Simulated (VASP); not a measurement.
Write the native input for VASP 6.6.1 that does the following.

```yaml
Task: relaxation of cell and atoms
Functional: PBEsol
Potentials_or_basis: VASP PAW PBE potentials, release 64 (Sn_d)
Cutoff: 600 eV
k_mesh: 10 × 10 × 10
Occupations: fermi-dirac, width 0.05 eV
Spin: no spin polarisation
Target_pressure: 20 GPa
Dipole_correction: no
Further_INCAR_settings: ALGO = Normal; EDIFF = 1e-06; IBRION = 2; EDIFFG = -0.01; NSW = 80; ISIF = 3
```

The structure of Sn lies in POSCAR:

```
Sn
1.0
   -1.8946518192      1.8946518192      1.8946518192
    1.8946518192     -1.8946518192      1.8946518192
    1.8946518192      1.8946518192     -1.8946518192
Sn
1
Direct
    0.0000000000      0.0000000000      0.0000000000
```

One way to write it, as run:

INCAR

```
ALGO = Normal ; EDIFF = 1E-6
EDIFFG = -0.01 ; ENCUT = 600
GGA = PS ; IBRION = 2
ISIF = 3 ; ISMEAR = -1
LASPH = T ; LCHARG = F
LREAL = F ; LWAVE = F
NELM = 100 ; NSW = 80
PREC = Accurate ; PSTRESS = 200.0
SIGMA = 0.05
```

KPOINTS

```
k-points
0
Gamma
  10 10 10
```

Potentials or basis: VASP PAW PBE potentials, release 64 (Sn_d).

Launch:

```bash
$ cat potpaw_PBE.64/Sn_d/POTCAR > POTCAR
$ mpirun -np 1 vasp_std > vasp.out
```

Results of the run:

```json
{
 "Relaxed volume": "21.03 Å³/atom",
 "Relaxed cell": "a = 3.012 Å, b = 3.012 Å, c = 3.012 Å, α = 109.47°, β = 109.47°, γ = 109.47°",
 "Space group after relaxing (to 0.05 Å)": "Im-3m (No. 229)",
 "Energy change on relaxing (the enthalpy is what falls)": "+239.7 meV/atom",
 "Ionic steps": "5",
 "Pressure after relaxing": "20.0 GPa",
 "Band gap on the k mesh": "zero (band 7 reaches 22.10 eV, above the bottom of band 8 at 8.28 eV)"
}
```

Caveat: the cell is relaxed towards a set pressure, so the enthalpy falls and the energy may rise; the volume moved by over 15 % at a fixed basis, so the end points are rough; the PAW data sets were made with another functional, which shifts forces and pressure a little; spin-orbit coupling is left out, which moves the levels of the heavy elements.

Run time: 66 s on 1 thread of Intel(R) Xeon(R) Platinum 8259CL CPU @ 2.50GHz (Skylake/Cascade Lake) (shared host), peak memory 0.17 GiB.
